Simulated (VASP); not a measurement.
# Pd (Fm-3m) in VASP: a series of runs

The runs below take Pd through relaxation of cell and atoms, single point, with LDA.

Everything below comes from runs of VASP 6.6.1. Logs are shortened: lines on timing, memory, paths and dates and some standing lists are left out, and cuts for length are marked.

## Step 1: The cell of the first run

The structure is cubic, space group Fm-3m (No. 225). The conventional cell has a = 3.890 Å, b = 3.890 Å, c = 3.890 Å, α = 90.00°, β = 90.00°, γ = 90.00°. Within 3.6 Å of Pd (site symmetry m-3m) lie 12 Pd at 2.75 Å.

## Step 2: Relaxation of cell and atoms, LDA

INCAR

```
  PREC = Accurate
  ENCUT = 600
  EDIFF = 1E-6
  ISMEAR = -1
  SIGMA = 0.1
  LREAL = F
  LASPH = T
  NELM = 60
  ALGO = Normal
  ISIF = 3
  LWAVE = F
  LCHARG = F
  GGA = CA
  IBRION = 2
  NSW = 80
  EDIFFG = -0.01
```

KPOINTS

```
regular mesh
0
Gamma
  14 14 14
```

POSCAR

```
Pd
1.0
    0.0000000000      1.9449000000      1.9449000000
    1.9449000000      0.0000000000      1.9449000000
    1.9449000000      1.9449000000      0.0000000000
Pd
1
Direct
    0.0000000000      0.0000000000      0.0000000000
```

Potentials or basis: VASP PAW LDA potentials, release 64 (Pd).

Run with:

```console
$ cat potpaw_LDA.64/Pd/POTCAR > POTCAR
$ mpirun -np 1 vasp_std > vasp.out
```

OUTCAR:

```text
PREC = Accurate
   ENCUT = 600
   EDIFF = 1E-6
   ISMEAR = -1
   LREAL = F
   LASPH = T
   NELM = 60
   ISIF = 3
   GGA = CA
   IBRION = 2
   NSW = 80
   EDIFFG = -0.01

 ion  position               nearest neighbor table
   1  0.000  0.000  0.000-

  LATTYP: Found a face centered cubic cell.
 ALAT       =     3.8898000000

  Lattice vectors:

 A1 = (   0.0000000000,   1.9449000000,   1.9449000000)
 A2 = (   1.9449000000,   0.0000000000,   1.9449000000)
 A3 = (   1.9449000000,   1.9449000000,   0.0000000000)

Analysis of symmetry for initial positions (statically):
[... 33 lines left out ...]
                                     Primitive cell

  volume of cell :      14.7137

  direct lattice vectors                    reciprocal lattice vectors
     0.000000000  1.944900000  1.944900000    -0.257082626  0.257082626  0.257082626
     1.944900000  0.000000000  1.944900000     0.257082626 -0.257082626  0.257082626
     1.944900000  1.944900000  0.000000000     0.257082626  0.257082626 -0.257082626

  length of vectors
     2.750503957  2.750503957  2.750503957     0.445280171  0.445280171  0.445280171

  position of ions in fractional coordinates (direct lattice)
     0.000000000  0.000000000  0.000000000

  ion indices of the primitive-cell ions
   primitive index   ion index
                 1           1

----------------------------------------------------------------------------------------

 KPOINTS: regular mesh

Automatic generation of k-mesh.
 Grid dimensions read from file:
 generate k-points for:   14   14   14

 Generating k-lattice:

  Cartesian coordinates                     Fractional coordinates (reciprocal lattice)
    -0.018363045  0.018363045  0.018363045     0.071428571  0.000000000  0.000000000
     0.018363045 -0.018363045  0.018363045     0.000000000  0.071428571  0.000000000
     0.018363045  0.018363045 -0.018363045     0.000000000  0.000000000  0.071428571

  Length of vectors
     0.031805726  0.031805726  0.031805726

  Shift w.r.t. Gamma in fractional coordinates (k-lattice)
     0.000000000  0.000000000  0.000000000

 Subroutine IBZKPT returns following result:
 ===========================================

 Found    104 irreducible k-points:

 Following reciprocal coordinates:
            Coordinates               Weight
  0.000000  0.000000  0.000000      1.000000
  0.071429  0.000000  0.000000      8.000000
  0.142857  0.000000  0.000000      8.000000
  0.214286  0.000000  0.000000      8.000000
  0.285714  0.000000  0.000000      8.000000
  0.357143  0.000000  0.000000      8.000000
[... 16 lines left out ...]
  0.214286  0.142857  0.000000     24.000000
  0.285714  0.142857  0.000000     24.000000
 [... further k-points ...]
   k-points           NKPTS =    104   k-points in BZ     NKDIM =    104   number of bands    NBANDS=      9
   number of dos      NEDOS =    301   number of ions     NIONS =      1
   total plane-waves  NPLWV =  13824
   dimension x,y,z NGX =    24 NGY =   24 NGZ =   24
   dimension x,y,z NGXF=    48 NGYF=   48 NGZF=   48
   ions per type =               1
   NGX,Y,Z   is equivalent  to a cutoff of  14.51, 14.51, 14.51 a.u.
   NGXF,Y,Z  is equivalent  to a cutoff of  29.01, 29.01, 29.01 a.u.
 SYSTEM =  unknown system
   PREC   = accura    normal or accurate (medium, high low for compatibility)
   ISTART =      0    job   : 0-new  1-cont  2-samecut
   ICHARG =      2    charge: 1-file 2-atom 10-const
   ISPIN  =      1    spin polarized calculation?
   LNONCOLLINEAR =      F non collinear calculations
   LSORBIT =      F    spin-orbit coupling
   LASPH  =      T    aspherical Exc in radial PAW
   ENCUT  =  600.0 eV  44.10 Ry    6.64 a.u.   5.49  5.49  5.49*2*pi/ulx,y,z
   NELM   =     60;   NELMIN=  2; NELMDL= -5     # of ELM steps
   EDIFF  = 0.1E-05   stopping-criterion for ELM
   LREAL  =      F    real-space projection
   EDIFFG = -.1E-01   stopping-criterion for IOM
   NSW    =     80    number of steps for IOM
   IBRION =      2    ionic relax: 0-MD 1-quasi-New 2-CG
   NFREE  =      1    steps in history (QN), initial steepest desc. (CG)
   ISIF   =      3    stress and relaxation
   ISYM   =      2    0-nonsym 1-usesym 2-fastsym
   POTIM  = 0.5000    time-step for ionic-motion
   TEBEG  =    0.0;   TEEND  =   0.0 temperature during run
   PSTRESS=    0.0 pullay stress
   NELECT =      10.0000    total number of electrons
   NUPDOWN=      -1.0000    fix difference up-down
   EMIN   =  10.00;   EMAX   =-10.00  energy-range for DOS
   EFERMI =   0.00;   METHOD = LEGACY
   ISMEAR =    -1;   SIGMA  =   0.10  broadening in eV -4-tet -1-fermi 0-gaus
   EFERMI_NEDOS =   21; number of points for ismear=-14 and -15
   IALGO  =     38    algorithm
   IMIX   =      4    mixing-type and parameters
     AMIX     =   0.40;   BMIX     =  1.00
     AMIX_MAG =   1.60;   BMIX_MAG =  1.00
  volume/ion in A,a.u.               =      14.71        99.29
  Fermi-wavevector in a.u.,A,eV,Ry     =   1.439354  2.719984 28.187725  2.071739
  Thomas-Fermi vector in A             =   2.558219
   LORBIT       =      0    0 simple, 1 ext, 2 COOP (PROOUT), +10 PAW based schemes
   GGA     = CA    functional components
   LHFCALC =     F    Hartree Fock is set to
   AEXX    =    0.0000 exact exchange contribution
   IVDW    =     0    specifies the selected vdW correction
   LEPSILON=     F    determine dielectric tensor
   LRPA    =     F    only Hartree local field effects (RPA)
 conjugate gradient relaxation of ions
 non-spin polarized calculation
  energy-cutoff  :      600.00
  volume of cell :       14.71
 maximum number of plane-waves:       531
 NGX is ok and might be reduce to    24
   NGX = 11   NGY = 11   NGZ = 11

--------------------------------------- Ionic step        1  -------------------------------------------

 number of electron      10.0000000 magnetization

 number of electron       9.9999999 magnetization

 Free energy of the ion-electron system (eV)
  ---------------------------------------------------
  ext. energy  EPLUGINS =         0.00000000
  ---------------------------------------------------
  free energy    TOTEN  =        -6.51115675 eV

  energy without entropy =       -6.44132842  energy(sigma->0) =       -6.47624259

 E-fermi :   9.6522     XC(G=0): -13.5330

 val. band max:        9.6513577619   @ k =   0.4286   0.2857   0.0000
 cond. band min:       9.6531049460   @ k =   0.3571   0.2857   0.0000
 fundamental gap:      0.0017471842
 Fermi energy:         9.6521780229

 k-point     1 :       0.0000    0.0000    0.0000
  band No.  band energies     occupation
      1       2.3779      2.00000
      2       6.7496      2.00000
      3       6.7496      2.00000
      4       6.7496      2.00000
      5       8.3993      1.99999
      6       8.3993      1.99999
      7      26.7697      0.00000
      8      31.4990      0.00000
      9      31.4990      0.00000

 k-point     2 :       0.0714    0.0000    0.0000
  band No.  band energies     occupation
      1       2.5633      2.00000
      2       6.6840      2.00000
      3       6.8139      2.00000
      4       6.8139      2.00000
      5       8.3688      1.99999
      6       8.3688      1.99999
      7      26.9664      0.00000
      8      30.3571      0.00000
      9      31.7147      0.00000

 k-point     3 :       0.1429    0.0000    0.0000
  band No.  band energies     occupation
      1       3.0829      2.00000
      2       6.5447      2.00000
      3       6.9635      2.00000
      4       6.9635      2.00000
      5       8.3259      2.00000
      6       8.3259      2.00000
      7      27.1968      0.00000
      8      28.4006      0.00000
      9      32.3014      0.00000

 k-point     4 :       0.2143    0.0000    0.0000
  band No.  band energies     occupation
      1       3.7777      2.00000
      2       6.5360      2.00000
      3       7.0614      2.00000
      4       7.0614      2.00000
      5       8.4145      1.99999
      6       8.4145      1.99999
      7      25.3911      0.00000
      8      27.9866      0.00000
      9      33.0130      0.00000
[... 315 lines left out ...]
  FORCE on cell =-STRESS in cart. coord.  units (eV):
  Direction    XX          YY          ZZ          XY          YZ          ZX
  --------------------------------------------------------------------------------------
  -------------------------------------------------------------------------------------
  Total       -0.0131919     -0.0131919     -0.0131919      0.0000000      0.0000000      0.0000000
  in kB       -1.4879199     -1.4879199     -1.4879199      0.0000000      0.0000000      0.0000000
  external PRESSURE =      -1.4879199 kB  Pullay stress =       0.0000000 kB

 VOLUME and BASIS-vectors are now :
 -----------------------------------------------------------------------------
  energy-cutoff  :      600.00
  volume of cell :       14.20
      direct lattice vectors                 reciprocal lattice vectors
     0.000000000  1.922217974  1.922217974    -0.260116182  0.260116182  0.260116182
     1.922217974 -0.000000000  1.922217974     0.260116182 -0.260116182  0.260116182
     1.922217974  1.922217974 -0.000000000     0.260116182  0.260116182 -0.260116182

 POSITION                                       TOTAL-FORCE (eV/Angst)
 -----------------------------------------------------------------------------------
      0.00000      0.00000      0.00000        -0.000000      0.000000     -0.000000
 -----------------------------------------------------------------------------------
    total drift:                               -0.000000      0.000000     -0.000000

  FREE ENERGIE OF THE ION-ELECTRON SYSTEM (eV)
  ---------------------------------------------------
  free  energy   TOTEN  =        -6.5234009894 eV

  energy  without entropy=       -6.4555149381  energy(sigma->0) =       -6.48945796

--------------------------------------- Ionic step        4  -------------------------------------------

 number of electron      10.0000002 magnetization

 Free energy of the ion-electron system (eV)
  ---------------------------------------------------
  ext. energy  EPLUGINS =         0.00000000
  ---------------------------------------------------
  free energy    TOTEN  =        -6.52340499 eV

  energy without entropy =       -6.45555670  energy(sigma->0) =       -6.48948085

 E-fermi :  10.2797     XC(G=0): -13.7540

 val. band max:       10.2629109754   @ k =   0.4286   0.2143   0.0000
 cond. band min:      10.2800516549   @ k =   0.5000   0.1429   0.0000
 fundamental gap:      0.0171406796
 Fermi energy:        10.2797422675

 k-point     1 :       0.0000    0.0000    0.0000
  band No.  band energies     occupation
      1       2.7242      2.00000
      2       7.2083      2.00000
      3       7.2083      2.00000
      4       7.2083      2.00000
      5       8.9572      2.00000
      6       8.9572      2.00000
      7      27.4043      0.00000
      8      32.3427      0.00000
      9      32.3427      0.00000

 k-point     2 :       0.0714    0.0000    0.0000
  band No.  band energies     occupation
      1       2.9156      2.00000
      2       7.1381      2.00000
      3       7.2762      2.00000
      4       7.2762      2.00000
      5       8.9241      2.00000
      6       8.9241      2.00000
      7      27.6224      0.00000
      8      31.1989      0.00000
      9      32.5779      0.00000

 k-point     3 :       0.1429    0.0000    0.0000
  band No.  band energies     occupation
      1       3.4504      2.00000
      2       6.9896      2.00000
      3       7.4339      2.00000
      4       7.4339      2.00000
      5       8.8772      2.00000
      6       8.8772      2.00000
      7      27.9698      0.00000
      8      29.1835      0.00000
      9      33.2253      0.00000

 k-point     4 :       0.2143    0.0000    0.0000
  band No.  band energies     occupation
      1       4.1579      2.00000
      2       6.9814      2.00000
      3       7.5368      2.00000
      4       7.5368      2.00000
      5       8.9698      2.00000
      6       8.9698      2.00000
      7      26.3106      0.00000
      8      28.6990      0.00000
      9      34.0494      0.00000
[... 247 lines left out ...]
  --------------------------------------------------------------------------------------
  -------------------------------------------------------------------------------------
  Total        0.0021984      0.0021984      0.0021984     -0.0000000      0.0000000     -0.0000000
  in kB        0.2481384      0.2481384      0.2481384     -0.0000000      0.0000000     -0.0000000
  external PRESSURE =       0.2481384 kB  Pullay stress =       0.0000000 kB

 VOLUME and BASIS-vectors are now :
 -----------------------------------------------------------------------------
  energy-cutoff  :      600.00
  volume of cell :       14.19
      direct lattice vectors                 reciprocal lattice vectors
     0.000000000  1.921764333  1.921764333    -0.260177583  0.260177583  0.260177583
     1.921764333 -0.000000000  1.921764333     0.260177583 -0.260177583  0.260177583
     1.921764333  1.921764333 -0.000000000     0.260177583  0.260177583 -0.260177583

 POSITION                                       TOTAL-FORCE (eV/Angst)
 -----------------------------------------------------------------------------------
      1.92176      3.84353      1.92176         0.000000     -0.000000      0.000000
 -----------------------------------------------------------------------------------
    total drift:                               -0.000000     -0.000000      0.000000

  FREE ENERGIE OF THE ION-ELECTRON SYSTEM (eV)
  ---------------------------------------------------
  free  energy   TOTEN  =        -6.5234049886 eV

  energy  without entropy=       -6.4555567045  energy(sigma->0) =       -6.48948085

 reached required accuracy - stopping structural energy minimisation
```

Wall time 28 s (1 thread of Intel Xeon 8259CL, shared host); peak memory 0.15 GiB.

What came out:

```yaml
Free_energy: -6.5234 eV
Relaxed_volume: 14.19 Å³/atom
Relaxed_cell: a = 2.718 Å, b = 2.718 Å, c = 2.718 Å, α = 60.00°, β = 60.00°, γ = 60.00°
Space_group_after_relaxing_to_0.05_Å: Fm-3m (No. 225)
Energy_gained_by_relaxing: 12.2 meV/atom
Ionic_steps: 4
Pressure_after_relaxing: 0.0 GPa
Band_gap_on_the_k_mesh: zero (band 5 reaches 10.58 eV, above the bottom of band 6 at 8.88 eV)
```

Step by step:
```
step  energy change (eV)  largest force (eV/Å)  pressure (GPa)  volume (Å³)
   1              0.0000                0.0000           -7.29        14.71
   2              0.0296                0.0000           16.66        13.33
   3             -0.0122                0.0000           -0.15        14.20
   4             -0.0122                0.0000            0.02        14.19
```

Final structure:
```cif
data_structure
_symmetry_space_group_name_H-M 'P 1'
_symmetry_Int_Tables_number 1
_cell_length_a 2.7178
_cell_length_b 2.7178
_cell_length_c 2.7178
_cell_angle_alpha 60.000
_cell_angle_beta 60.000
_cell_angle_gamma 60.000
_cell_volume 14.19
loop_
_atom_site_label
_atom_site_type_symbol
_atom_site_fract_x
_atom_site_fract_y
_atom_site_fract_z
_atom_site_occupancy
Pd1 Pd 0.00000 0.00000 0.00000 1
```

Levels at points of the mesh, in eV from the Fermi level:
| k point | band 1 | band 2 | band 3 | band 4 | band 5 | band 6 | band 7 | band 8 | band 9 |
| --- | --- | --- | --- | --- | --- | --- | --- | --- | --- |
| (0.00, 0.00, 0.00) | -7.56 | -3.07 | -3.07 | -3.07 | -1.32 | -1.32 | 17.12 | 22.06 | 22.06 |
| (0.50, 0.00, 0.00) | -5.68 | -3.12 | -3.12 | -0.03 | -0.03 | 0.84 | 7.55 | 16.51 | 21.28 |
| (0.50, 0.50, 0.00) | -5.78 | -5.49 | -0.05 | 0.30 | 0.30 | 3.23 | 11.11 | 13.26 | 13.26 |

LDA usually gives volumes a few per cent too small. Zero-point motion and thermal expansion aren't in these numbers.

(Continued in part 2 of 3.)
